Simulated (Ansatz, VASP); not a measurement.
One calculation of Mg2Si3N, two programs

```
CELL_PARAMETERS angstrom
3.87259 0.00000 0.00000
-1.93629 3.35376 0.00000
0.00000 0.00000 7.50233
ATOMIC_POSITIONS crystal
Mg 0.66667 0.33333 0.23073
Mg 0.66667 0.33333 0.76927
Si 0.00000 0.00000 0.50000
Si 0.33333 0.66667 0.00000
Si 0.33333 0.66667 0.50000
N 0.00000 0.00000 0.00000
```

Change from the starting cell: species swapped into the La2Al3Ge type (P-6m2, No. 187).

Alike in both runs: functional PBE; k mesh 5 × 5 × 2; occupations gaussian, width 0.2 eV; no spin polarisation.

Ansatz relaxed the structure, and its values are those at the end. VASP's run is a single point on that final structure, the one shown.

```csv
,VASP,Ansatz
version,VASP 6.6.1,Ansatz 0.2.0
potentials or method,"VASP PAW PBE potentials, release 64 (Mg, Si, N), cutoff 600 eV","scalar-relativistic, plane waves, PAW"
valence electrons in the cell,21,37
```

Ansatz gave:

* gap on the k mesh at the Fermi level (eV): none
* pressure (GPa): 0.0
* rms of the force components (eV/Å): 0.012

Which values does VASP return?

gap on the k mesh at the Fermi level (eV): none; pressure (GPa): -0.2; rms of the force components (eV/Å): 0.011.

A gap of «none» marks a metal or a gap that the smearing closes. VASP's potentials hold 21 valence electrons a cell and Ansatz's 37, so a difference there can come from the potentials and not from the codes.

The k mesh is coarse, so the values compare programs but aren't converged.
